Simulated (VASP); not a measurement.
Set up this calculation in VASP 6.6.1, as the native input.

* Task: single point
* Functional: PBE
* Potentials or basis: VASP PAW PBE potentials, release 64 (B, Bi_d)
* Cutoff: 520 eV
* k mesh: 6 × 6 × 4
* Occupations: fermi-dirac, width 0.02 eV
* Spin: no spin polarisation
* Dipole correction: no
* Further INCAR settings: ALGO = Normal; EDIFF = 1e-07; NBANDS = 26

The structure of BiB lies in POSCAR:

```
BiB
1.0
    3.9277907714      0.0000000000      0.0000000000
   -1.9638953857      3.4015665888      0.0000000000
    0.0000000000      0.0000000000      6.4695360208
B Bi
2 2
Direct
    0.3333333333      0.6666666667      0.0001118413
    0.6666666667      0.3333333333      0.5001118413
    0.3333333333      0.6666666667      0.3748881587
    0.6666666667      0.3333333333      0.8748881587
```

This cell differs from its parent crystal: volume changed by +3%.

One way to write it, as run:

INCAR

```
SYSTEM = BiB
  ALGO = Normal
  EDIFF = 1E-7
  ENCUT = 520
  GGA = PE
  ISIF = 2
  ISMEAR = -1
  LASPH = .True.
  LCHARG = .False.
  LREAL = .False.
  LWAVE = .False.
  NBANDS = 26
  NELM = 60
  PREC = Accurate
  SIGMA = 0.02
```

KPOINTS

```
k-points
0
Gamma
  6 6 4
  0 0 0
```

Potentials or basis: VASP PAW PBE potentials, release 64 (B, Bi_d).

The run is started by

```console
$ cat potpaw_PBE.64/B/POTCAR potpaw_PBE.64/Bi_d/POTCAR > POTCAR
$ mpirun -np 1 vasp_std > vasp.out
```

It gave:

| Property | Result |
| --- | --- |
| Pressure | -2.0 GPa |
| Largest force | 0.005 eV/Å |
| Band gap on the k mesh | 0.02 eV, direct |

Caveat: spin-orbit coupling is left out, which moves the levels of the heavy elements.

Wall time 50 s on 1 thread of Intel Xeon 6975P-C, on a shared host, peak memory 0.21 GiB.
